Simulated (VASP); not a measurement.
Write the native input for VASP 6.6.1 that does the following.

```yaml
Task: single point
Functional: PBE
Potentials_or_basis: VASP PAW PBE potentials, release 64 (Be, Si)
Cutoff: 520 eV
k_mesh: 9 × 9 × 9
Occupations: fermi-dirac, width 0.05 eV
Spin: no spin polarisation
Dipole_correction: no
Further_INCAR_settings: ALGO = Normal; EDIFF = 1e-06; NBANDS = 10
```

The structure of BeSi lies in POSCAR:

```
BeSi
1.0
    3.0239941269      0.0000000000      0.0000000000
    0.0000000000      3.0239941269      0.0000000000
    0.0000000000      0.0000000000      3.0239941269
Be Si
1 1
Direct
    0.5000000000      0.5000000000      0.5000000000
    0.0000000000      0.0000000000      0.0000000000
```

This cell differs from its parent crystal: volume scaled by 1.06.

One way to write it, as run:

INCAR

```
PREC = Accurate ; ENCUT = 520
EDIFF = 1E-6 ; ISMEAR = -1
SIGMA = 0.05 ; LREAL = F
LASPH = T ; NELM = 60
ALGO = Normal ; ISIF = 2
LWAVE = F ; LCHARG = F
GGA = PE ; NBANDS = 10
```

KPOINTS

```
Automatic mesh
0
Gamma
  9 9 9
```

Potentials or basis: VASP PAW PBE potentials, release 64 (Be, Si).

Run with:

```sh
$ cat potpaw_PBE.64/Be/POTCAR potpaw_PBE.64/Si/POTCAR > POTCAR
$ mpirun -np 1 vasp_std > vasp.out
```

Results of the run:

```yaml
Pressure: -11.8 GPa
Band_gap_on_the_k_mesh: zero (band 3 reaches 11.05 eV, above the bottom of band 4 at 5.25 eV)
```

It took 2.5 s on 1 thread of Intel(R) Xeon(R) 6975P-C (Granite Rapids) (shared host), peak memory 0.13 GiB.
